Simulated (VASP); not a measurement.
# Cu (Fm-3m) in VASP: single point with r2SCAN

Aim: the single point of Cu with r2SCAN.

Everything below comes from runs of VASP 6.6.1. Logs are shortened: lines on timing, memory, paths and dates and some standing lists are left out, and cuts for length are marked.

### 1 The cell of the first run

The structure is cubic, space group Fm-3m (No. 225). The conventional cell has a = 3.579 Å, b = 3.579 Å, c = 3.579 Å, α = 90.00°, β = 90.00°, γ = 90.00°. Within 3.3 Å of Cu (site symmetry m-3m) lie 12 Cu at 2.53 Å.

### 2 Single point, r2SCAN

The input, POSCAR:

```
Cu
1.0
    0.0000000000      1.7894216075      1.7894216075
    1.7894216075      0.0000000000      1.7894216075
    1.7894216075      1.7894216075      0.0000000000
Cu
1
Direct
    0.0000000000      0.0000000000      0.0000000000
```

The input, INCAR.step1:

```
SYSTEM = Cu
ALGO = Normal
EDIFF = 1E-5
ENCUT = 660
GGA = PE
GGA_COMPAT = .False.
ISMEAR = 0
LASPH = .True.
LCHARG = .False.
LREAL = .False.
LWAVE = .True.
NBANDS = 12
NELM = 120
PREC = Accurate
SIGMA = 0.1
```

The input, INCAR.step2:

```
SYSTEM = Cu
ALGO = Normal
EDIFF = 1E-6
ENCUT = 660
GGA_COMPAT = .False.
ISIF = 2
ISMEAR = 0
ISTART = 1
LASPH = .True.
LCHARG = .False.
LMIXTAU = .True.
LREAL = .False.
LWAVE = .False.
METAGGA = R2SCAN
NBANDS = 12
NELM = 120
PREC = Accurate
SIGMA = 0.1
```

The input, KPOINTS:

```
k-points
0
Gamma
  20 20 20
  0 0 0
```

Potentials or basis: VASP PAW PBE potentials, release 64 (Cu).

The run is started by

```sh
$ cat potpaw_PBE.64/Cu/POTCAR > POTCAR
$ cp INCAR.step1 INCAR
$ mpirun -np 1 vasp_std > vasp.out
$ cp INCAR.step2 INCAR
$ mpirun -np 1 vasp_std > vasp.out
```

OUTCAR:

```text
SYSTEM = Cu
   EDIFF = 1E-6
   ENCUT = 660
   ISIF = 2
   ISMEAR = 0
   ISTART = 1
   LASPH = .True.
   LREAL = .False.
   METAGGA = R2SCAN
   NELM = 120
   PREC = Accurate

 ion  position               nearest neighbor table
   1  0.000  0.000  0.000-

  LATTYP: Found a face centered cubic cell.
 ALAT       =     3.5788432150

  Lattice vectors:

 A1 = (   0.0000000000,   1.7894216075,   1.7894216075)
 A2 = (   1.7894216075,   0.0000000000,   1.7894216075)
 A3 = (   1.7894216075,   1.7894216075,   0.0000000000)

Analysis of symmetry for initial positions (statically):
=====================================================================
 Subroutine PRICEL returns:
 Original cell was already a primitive cell.

 Routine SETGRP: Setting up the symmetry group for a
 face centered cubic supercell.

 Subroutine GETGRP returns: Found 48 space group operations
 (whereof 48 operations were pure point group operations)
 out of a pool of 48 trial point group operations.

The static configuration has the point symmetry O_h .

Analysis of symmetry for dynamics (positions and initial velocities):
=====================================================================
 Subroutine PRICEL returns:
 Original cell was already a primitive cell.

 Routine SETGRP: Setting up the symmetry group for a
 face centered cubic supercell.

 Subroutine GETGRP returns: Found 48 space group operations
 (whereof 48 operations were pure point group operations)
 out of a pool of 48 trial point group operations.

The dynamic configuration has the point symmetry O_h .

 Subroutine INISYM returns: Found 48 space group operations
 (whereof 48 operations are pure point group operations),
 and found     1 'primitive' translations

----------------------------------------------------------------------------------------

                                     Primitive cell

  volume of cell :      11.4596

  direct lattice vectors                    reciprocal lattice vectors
     0.000000000  1.789421608  1.789421608    -0.279419896  0.279419896  0.279419896
     1.789421608  0.000000000  1.789421608     0.279419896 -0.279419896  0.279419896
     1.789421608  1.789421608  0.000000000     0.279419896  0.279419896 -0.279419896

  length of vectors
     2.530624306  2.530624306  2.530624306     0.483969457  0.483969457  0.483969457

  position of ions in fractional coordinates (direct lattice)
     0.000000000  0.000000000  0.000000000

  ion indices of the primitive-cell ions
   primitive index   ion index
                 1           1

----------------------------------------------------------------------------------------

 KPOINTS: k-points

Automatic generation of k-mesh.
 Grid dimensions read from file:
 generate k-points for:   20   20   20

 Generating k-lattice:

  Cartesian coordinates                     Fractional coordinates (reciprocal lattice)
    -0.013970995  0.013970995  0.013970995     0.050000000  0.000000000  0.000000000
     0.013970995 -0.013970995  0.013970995     0.000000000  0.050000000  0.000000000
     0.013970995  0.013970995 -0.013970995     0.000000000  0.000000000  0.050000000

  Length of vectors
     0.024198473  0.024198473  0.024198473

  Shift w.r.t. Gamma in fractional coordinates (k-lattice)
     0.000000000  0.000000000  0.000000000

 Subroutine IBZKPT returns following result:
 ===========================================

 Found    256 irreducible k-points:

 Following reciprocal coordinates:
            Coordinates               Weight
  0.000000  0.000000  0.000000      1.000000
  0.050000  0.000000  0.000000      8.000000
  0.100000  0.000000  0.000000      8.000000
  0.150000  0.000000  0.000000      8.000000
  0.200000  0.000000  0.000000      8.000000
  0.250000  0.000000  0.000000      8.000000
[... 16 lines left out ...]
 -0.400000  0.050000  0.000000     24.000000
 -0.350000  0.050000  0.000000     24.000000
 [... further k-points ...]
   k-points           NKPTS =    256   k-points in BZ     NKDIM =    256   number of bands    NBANDS=     12
   number of dos      NEDOS =    301   number of ions     NIONS =      1
   total plane-waves  NPLWV =  13824
   dimension x,y,z NGX =    24 NGY =   24 NGZ =   24
   dimension x,y,z NGXF=    48 NGYF=   48 NGZF=   48
   ions per type =               1
   NGX,Y,Z   is equivalent  to a cutoff of  15.77, 15.77, 15.77 a.u.
   NGXF,Y,Z  is equivalent  to a cutoff of  31.53, 31.53, 31.53 a.u.
 SYSTEM =  Cu
   PREC   = accura    normal or accurate (medium, high low for compatibility)
   ISTART =      1    job   : 0-new  1-cont  2-samecut
   ICHARG =      0    charge: 1-file 2-atom 10-const
   ISPIN  =      1    spin polarized calculation?
   LNONCOLLINEAR =      F non collinear calculations
   LSORBIT =      F    spin-orbit coupling
   LASPH  =      T    aspherical Exc in radial PAW
   ENCUT  =  660.0 eV  48.51 Ry    6.96 a.u.   5.30  5.30  5.30*2*pi/ulx,y,z
   NELM   =    120;   NELMIN=  2; NELMDL=  0     # of ELM steps
   EDIFF  = 0.1E-05   stopping-criterion for ELM
   LREAL  =      F    real-space projection
[... 7 lines left out ...]
   TEBEG  =    0.0;   TEEND  =   0.0 temperature during run
   PSTRESS=    0.0 pullay stress
   NELECT =      11.0000    total number of electrons
   NUPDOWN=      -1.0000    fix difference up-down
   EMIN   =  10.00;   EMAX   =-10.00  energy-range for DOS
   EFERMI =   0.00;   METHOD = LEGACY
   ISMEAR =     0;   SIGMA  =   0.10  broadening in eV -4-tet -1-fermi 0-gaus
   EFERMI_NEDOS =   21; number of points for ismear=-14 and -15
   IALGO  =     38    algorithm
   IMIX   =      4    mixing-type and parameters
     AMIX     =   0.40;   BMIX     =  1.00
     AMIX_MAG =   1.60;   BMIX_MAG =  1.00
  volume/ion in A,a.u.               =      11.46        77.33
  Fermi-wavevector in a.u.,A,eV,Ry     =   1.614915  3.051747 35.483328  2.607951
  Thomas-Fermi vector in A             =   2.709747
   LORBIT       =      0    0 simple, 1 ext, 2 COOP (PROOUT), +10 PAW based schemes
   METAGGA = R2SCAN    functional components
   LHFCALC =     F    Hartree Fock is set to
   AEXX    =    0.0000 exact exchange contribution
   IVDW    =     0    specifies the selected vdW correction
   LEPSILON=     F    determine dielectric tensor
   LRPA    =     F    only Hartree local field effects (RPA)
 non-spin polarized calculation
 Gauss-broadening in eV      SIGMA  =   0.10
  energy-cutoff  :      660.00
  volume of cell :       11.46
 maximum number of plane-waves:       459
 NGX is ok and might be reduce to    24
   NGX = 11   NGY = 11   NGZ = 11

 number of electron      10.9999999 magnetization

 Free energy of the ion-electron system (eV)
  ---------------------------------------------------
  ext. energy  EPLUGINS =         0.00000000
  ---------------------------------------------------
  free energy    TOTEN  =       -10.82880439 eV

  energy without entropy =      -10.82762732  energy(sigma->0) =      -10.82821586

 E-fermi :   7.7429     XC(G=0): -13.9485

 val. band max:        7.7385137835   @ k =   0.5000   0.2500   0.1000
 cond. band min:       7.7875663375   @ k =  -0.4500   0.1000   0.0000
 fundamental gap:      0.0490525540
 Fermi energy:         7.7429256456

 k-point     1 :       0.0000    0.0000    0.0000
  band No.  band energies     occupation
      1      -2.1350      2.00000
      2       4.5429      2.00000
      3       4.5429      2.00000
      4       4.5429      2.00000
      5       5.3983      2.00000
      6       5.3983      2.00000
      7      31.4059      0.00000
      8      34.6816      0.00000
      9      34.6816      0.00000
     10      34.6816      0.00000
     11      37.0955      0.00000
     12      37.0955      0.00000

 k-point     2 :       0.0500    0.0000    0.0000
  band No.  band energies     occupation
      1      -2.0382      2.00000
      2       4.5216      2.00000
      3       4.5615      2.00000
      4       4.5615      2.00000
      5       5.3908      2.00000
      6       5.3908      2.00000
      7      30.9433      0.00000
      8      33.2888      0.00000
      9      34.3379      0.00000
     10      34.3379      0.00000
     11      37.5729      0.00000
     12      37.5729      0.00000

 k-point     3 :       0.1000    0.0000    0.0000
  band No.  band energies     occupation
      1      -1.7503      2.00000
      2       4.4623      2.00000
      3       4.6111      2.00000
      4       4.6111      2.00000
      5       5.3740      2.00000
      6       5.3740      2.00000
      7      28.9910      0.00000
      8      32.4026      0.00000
      9      33.6943      0.00000
     10      33.6943      0.00000
     11      38.5792      0.00000
     12      38.5792      0.00000
[... 286 lines left out ...]
 k-point    23 :      -0.4000    0.0500    0.0000
  band No.  band energies     occupation
      1       2.2503      2.00000
      2       4.5031      2.00000
      3       4.5530      2.00000
      4       5.2900      2.00000
      5       5.8817      2.00000
      6       6.3782      2.00000
      7      13.6396      0.00000
      8      28.7971      0.00000
      9      30.8605      0.00000
     10      31.7881      0.00000
     11      34.6214      0.00000
     12      36.0969      0.00000

 k-point    24 :      -0.3500    0.0500    0.0000
  band No.  band energies     occupation
      1       1.8901      2.00000
      2       4.5582      2.00000
      3       4.6007      2.00000
      4       4.7372      2.00000
      5       5.7440      2.00000
      6       6.0470      2.00000
      7      15.5798      0.00000
      8      28.7590      0.00000
      9      31.2475      0.00000
     10      32.5619      0.00000
     11      34.6946      0.00000
     12      36.5755      0.00000

 [... further k-points ...]

------------------------ aborting loop because EDIFF is reached ----------------------------------------

  FORCE on cell =-STRESS in cart. coord.  units (eV):
  Direction    XX          YY          ZZ          XY          YZ          ZX
  --------------------------------------------------------------------------------------
  -------------------------------------------------------------------------------------
  Total        0.0116019      0.0116019      0.0116019      0.0000000      0.0000000     -0.0000000
  in kB        1.6220734      1.6220734      1.6220734      0.0000000      0.0000000     -0.0000000
  external PRESSURE =       1.6220734 kB  Pullay stress =       0.0000000 kB

 VOLUME and BASIS-vectors are now :
 -----------------------------------------------------------------------------
  energy-cutoff  :      660.00
  volume of cell :       11.46
      direct lattice vectors                 reciprocal lattice vectors
     0.000000000  1.789421608  1.789421608    -0.279419896  0.279419896  0.279419896
     1.789421608  0.000000000  1.789421608     0.279419896 -0.279419896  0.279419896
     1.789421608  1.789421608  0.000000000     0.279419896  0.279419896 -0.279419896

 POSITION                                       TOTAL-FORCE (eV/Angst)
 -----------------------------------------------------------------------------------
      0.00000      0.00000      0.00000         0.000000      0.000000      0.000000
 -----------------------------------------------------------------------------------
    total drift:                               -0.000000      0.000000      0.000000

  FREE ENERGIE OF THE ION-ELECTRON SYSTEM (eV)
  ---------------------------------------------------
  free  energy   TOTEN  =       -10.8288043903 eV

  energy  without entropy=      -10.8276273237  energy(sigma->0) =      -10.82821586
```

Wall time 4.7 min (1 thread of Intel Xeon 8259CL, shared host); peak memory 0.18 GiB.

Results:

```yaml
Free_energy: -10.8288 eV
Pressure: 0.2 GPa
Band_gap_on_the_k_mesh: zero (an odd number of electrons rules out a gap without spin polarisation)
```

Levels at points of the mesh, in eV from the Fermi level:
| k point | band 4 | band 5 | band 6 | band 7 | band 8 | band 9 |
| --- | --- | --- | --- | --- | --- | --- |
| (0.00, 0.00, 0.00) | -3.20 | -2.34 | -2.34 | 23.66 | 26.94 | 26.94 |
| (0.50, 0.00, 0.00) | -1.73 | -1.73 | -1.11 | 4.16 | 22.16 | 23.66 |
| (0.50, 0.50, 0.00) | -1.57 | -1.57 | 1.60 | 7.68 | 14.04 | 14.04 |

Caveat: the PAW data sets were made with another functional, which shifts forces and pressure a little.

The gap in the log of VASP goes by the Fermi energy; the results here count the filled bands.